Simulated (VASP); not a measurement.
# Si6SnO16 (a cell with a defect) in VASP: notebook, part 2 of 2

VASP 6.6.1. Earlier steps stand in the parts before.

### Step 3. Single point, PBE

INCAR

```
SYSTEM = Si6SnO16
ALGO = Normal ; EDIFF = 1E-6
ENCUT = 520 ; GGA = PE
ISIF = 2 ; ISMEAR = 0
LASPH = .True. ; LCHARG = .True.
LELF = .True. ; LREAL = Auto
LVHAR = .True. ; LWAVE = .False.
NBANDS = 84 ; NELM = 100
PREC = Accurate ; SIGMA = 0.05
```

KPOINTS

```
k-points
0
Gamma
  2 2 2
  0 0 0
```

POSCAR

```
Si6SnO16
1.0
   -4.1790000000     -4.1790000000      0.0000000000
    4.1790000000     -4.1790000000      0.0000000000
    0.0000000000      0.0000000000      5.3298000000
Si O Sn
6 16 1
Direct
    0.4875094520      0.5454505863      0.0012165560
   -0.0036819813      0.4946860493      0.2542547563
    0.4969688921      0.5177030390      0.5102577958
   -0.0055719072      0.4902692032      0.7521409809
    0.0208904044     -0.0093579804     -0.0002127660
   -0.0129979660     -0.0020606604      0.5035027581
    0.1857441972      0.5045649677      0.0026228001
   -0.0074058387      0.1908245992      0.2392010957
    0.8007067480      0.4948563053      0.0050467185
    0.0118725772      0.7942513759      0.2685813727
    0.1891823403      0.4858006700      0.5045153664
   -0.0089117014      0.1903606126      0.7594834703
    0.8012033979      0.4892605887      0.5019644264
    0.0103814310      0.7881871261      0.7275937183
    0.7653228045     -0.1038753290     -0.0252808736
    0.4975710696      0.7135665231      0.2625394949
    0.2823651591     -0.0458190955     -0.0232592217
    0.4810701125      0.3496788705      0.2524674472
    0.7021174922      0.0119921034      0.4872122781
    0.4970014358      0.7058308208      0.7415169425
    0.2749526202      0.0045056234      0.4990314834
    0.4933943527      0.3253091649      0.7687553004
    0.5431245513      0.0711771955      0.1122766333
```

Potentials or basis: VASP PAW PBE potentials, release 64 (Si, O, Sn_d).

Command:

```sh
> cat potpaw_PBE.64/Si/POTCAR potpaw_PBE.64/O/POTCAR potpaw_PBE.64/Sn_d/POTCAR > POTCAR
> mpirun -np 1 vasp_std > vasp.out
```

Wall time 3 min (1 thread of AMD EPYC 9R45 (Zen 5), shared host); peak memory 0.3 GiB.

It converged, with:

```yaml
Free_energy: -154.7239 eV
Pressure: 32.4 GPa
Largest_force: 3.189 eV/Å
Band_gap_on_the_k_mesh: zero (bands 67 and 68 overlap by 0.20 eV)
```

Forces in eV/Å, atoms in the order of the input:
```
Si  -0.330  0.219 -0.052
Si   0.052 -0.083 -0.061
Si  -0.017  0.052  0.104
Si   0.001  0.061 -0.015
Si   0.088 -0.075 -0.154
Si   0.043 -0.055 -0.015
O    0.019 -0.018 -0.056
O    0.023 -0.092 -0.117
O    0.068 -0.064  0.010
O    0.089 -0.114 -0.186
O    0.040 -0.055 -0.003
O    0.054 -0.056 -0.175
O    0.065 -0.015 -0.074
O   -0.009  0.067 -0.181
O    0.180 -0.150 -0.835
O    0.087 -0.061 -0.174
O    0.175 -0.213 -0.789
O    0.404 -0.205  0.103
O    0.088 -0.029 -0.467
O   -0.036  0.072  0.067
O   -0.011 -0.150 -0.161
O   -0.417  0.081  0.236
Sn  -0.657  0.882  2.994
```

Stress tensor (GPa, compression positive):
```
41.33  2.79  6.32
 2.79 33.67 -4.19
 6.32 -4.19 22.28
```

Levels at points of the mesh, in eV from the Fermi level:
| k point | band 63 | band 64 | band 65 | band 66 | band 67 | band 68 | band 69 | band 70 | band 71 | band 72 |
| --- | --- | --- | --- | --- | --- | --- | --- | --- | --- | --- |
| (0.00, 0.00, 0.00) | -0.69 | -0.55 | -0.30 | -0.07 | 0.06 | 0.17 | 0.49 | 4.47 | 6.92 | 7.24 |
| (0.50, 0.00, 0.00) | -0.75 | -0.55 | -0.49 | -0.42 | -0.26 | 0.14 | 0.19 | 4.81 | 7.25 | 7.79 |
| (0.00, 0.50, 0.00) | -0.62 | -0.53 | -0.39 | -0.28 | -0.13 | 0.04 | 0.11 | 5.08 | 7.20 | 7.89 |
| (0.50, 0.50, 0.00) | -0.46 | -0.34 | -0.22 | -0.16 | 0.02 | 0.07 | 0.13 | 5.22 | 7.97 | 8.09 |
| (0.00, 0.00, 0.50) | -0.74 | -0.61 | -0.34 | -0.29 | -0.08 | 0.04 | 0.13 | 4.95 | 7.88 | 8.33 |
| (0.50, 0.00, 0.50) | -0.69 | -0.52 | -0.42 | -0.28 | -0.23 | -0.02 | 0.19 | 4.90 | 8.02 | 8.28 |
| (0.00, 0.50, 0.50) | -0.58 | -0.37 | -0.34 | -0.17 | -0.02 | 0.13 | 0.30 | 5.32 | 8.35 | 8.83 |
| (0.50, 0.50, 0.50) | -0.69 | -0.50 | -0.39 | -0.37 | -0.29 | -0.14 | 0.10 | 5.35 | 8.53 | 9.29 |

Caveat: the k points lie up to 0.59 Å⁻¹ apart; spin-orbit coupling is left out, which moves the levels of the heavy elements.

### Step 4. Single point, PBE

INCAR

```
SYSTEM = Si6SnO16
PREC = Accurate ; ENCUT = 520
EDIFF = 1E-7 ; ISMEAR = 0
SIGMA = 0.05 ; LREAL = Auto
LASPH = .True. ; NELM = 100
ALGO = Normal ; ISIF = 2
LWAVE = .False. ; LCHARG = .True.
GGA = PE ; LELF = .True.
LVHAR = .True. ; NBANDS = 84
```

KPOINTS

```
regular mesh
0
Gamma
  2 2 2
  0 0 0
```

POSCAR

```
Si6SnO16
1.0
   -4.1790000000     -4.1790000000      0.0000000000
    4.1790000000     -4.1790000000      0.0000000000
    0.0000000000      0.0000000000      5.3298000000
Si O Sn
6 16 1
Direct
    0.4874924623      0.5453139507      0.0001191414
   -0.0056816224      0.4901647523      0.2493639536
    0.4968893276      0.5175043073      0.4910722729
   -0.0036809045      0.4944389806      0.7472392960
    0.0208424264     -0.0096665470      0.0019873166
   -0.0130597033     -0.0022166786      0.4980916732
    0.1856956210      0.5044307251     -0.0010840932
   -0.0090999043      0.1902240967      0.2420511089
    0.8006470447      0.4946810242     -0.0036258396
    0.0101407035      0.7880806413      0.2738427333
    0.1891220388      0.4856523092      0.4969040114
   -0.0073826274      0.1906159368      0.7623606890
    0.8011514716      0.4891361570      0.4995834741
    0.0120453458      0.7940726250      0.7329032984
    0.7652135678     -0.1041106724      0.0261542647
    0.4971204834      0.7057237377      0.2598397688
    0.2823625269     -0.0457829624      0.0251581673
    0.4933887294      0.3251597272      0.2326590116
    0.7020469012      0.0118169419      0.5140491200
    0.4973421871      0.7134089495      0.7387712485
    0.2748869347      0.0043942331      0.5025528162
    0.4810150754      0.3495735822      0.7489232241
    0.5429065566      0.0709654223     -0.1112024841
```

Command:

```sh
> cat potpaw_PBE.64/Si/POTCAR potpaw_PBE.64/O/POTCAR potpaw_PBE.64/Sn_d/POTCAR > POTCAR
> mpirun -np 1 vasp_std > vasp.out
```

Run time: 3.3 min. Hardware: 1 thread of AMD EPYC 9R45 (Zen 5), shared host; peak memory 0.3 GiB.

Results (log left out):

```yaml
Free_energy: -154.7301 eV
Pressure: 32.4 GPa
Largest_force: 3.206 eV/Å
Band_gap_on_the_k_mesh: zero (bands 67 and 68 overlap by 0.20 eV)
```

Forces on the atoms (eV/Å):
```
Si  -0.332  0.220  0.061
Si  -0.001  0.064  0.011
Si  -0.012  0.046 -0.103
Si   0.055 -0.081  0.062
Si   0.100 -0.079  0.142
Si   0.039 -0.063  0.010
O    0.017 -0.019  0.053
O    0.051 -0.053  0.177
O    0.067 -0.064 -0.011
O   -0.012  0.065  0.180
O    0.040 -0.055  0.003
O    0.023 -0.089  0.116
O    0.064 -0.014  0.072
O    0.089 -0.112  0.190
O    0.181 -0.150  0.841
O   -0.039  0.078 -0.068
O    0.171 -0.217  0.789
O   -0.413  0.078 -0.235
O    0.091 -0.027  0.472
O    0.088 -0.064  0.180
O   -0.007 -0.147  0.166
O    0.407 -0.207 -0.102
Sn  -0.665  0.891 -3.007
```

Stress tensor (GPa, compression positive):
```
41.33  2.78 -6.30
 2.78 33.67  4.21
-6.30  4.21 22.28
```

Levels at points of the mesh, in eV from the Fermi level:
| k point | band 63 | band 64 | band 65 | band 66 | band 67 | band 68 | band 69 | band 70 | band 71 | band 72 |
| --- | --- | --- | --- | --- | --- | --- | --- | --- | --- | --- |
| (0.00, 0.00, 0.00) | -0.69 | -0.55 | -0.30 | -0.07 | 0.06 | 0.17 | 0.49 | 4.47 | 6.92 | 7.24 |
| (0.50, 0.00, 0.00) | -0.75 | -0.55 | -0.49 | -0.42 | -0.26 | 0.14 | 0.19 | 4.81 | 7.25 | 7.79 |
| (0.00, 0.50, 0.00) | -0.62 | -0.53 | -0.39 | -0.28 | -0.13 | 0.04 | 0.11 | 5.09 | 7.20 | 7.89 |
| (0.50, 0.50, 0.00) | -0.46 | -0.34 | -0.22 | -0.16 | 0.02 | 0.07 | 0.13 | 5.22 | 7.97 | 8.09 |
| (0.00, 0.00, 0.50) | -0.74 | -0.61 | -0.34 | -0.29 | -0.08 | 0.04 | 0.13 | 4.95 | 7.88 | 8.33 |
| (0.50, 0.00, 0.50) | -0.69 | -0.53 | -0.41 | -0.28 | -0.23 | -0.02 | 0.19 | 4.91 | 8.01 | 8.28 |
| (0.00, 0.50, 0.50) | -0.58 | -0.37 | -0.34 | -0.16 | -0.02 | 0.13 | 0.30 | 5.32 | 8.35 | 8.83 |
| (0.50, 0.50, 0.50) | -0.69 | -0.49 | -0.39 | -0.37 | -0.29 | -0.14 | 0.10 | 5.35 | 8.53 | 9.30 |

Caveat: the k points lie up to 0.59 Å⁻¹ apart; spin-orbit coupling is left out, which moves the levels of the heavy elements.

### Step 5. Overview

| cell | gap on the mesh (eV) | pressure (GPa) | largest force (eV/Å) |
| --- | --- | --- | --- |
| as given, atomic positions A | none | 31.9 | 2.39 |
| as given, atomic positions B | none | 32.4 | 3.19 |
| as given, atomic positions C | none | 32.4 | 3.21 |

Alike in all rows: task single point; level PBE; potentials or basis VASP PAW PBE potentials, release 64 (Si, O, Sn_d); no spin polarisation; k mesh 2 × 2 × 2; cutoff (eV) 520; smearing gaussian 0.05 eV.

Caveats: all runs use coarse meshes; spin-orbit coupling is left out, which moves the levels of the heavy elements.

Absolute energies hang on the potentials; compare differences alone.
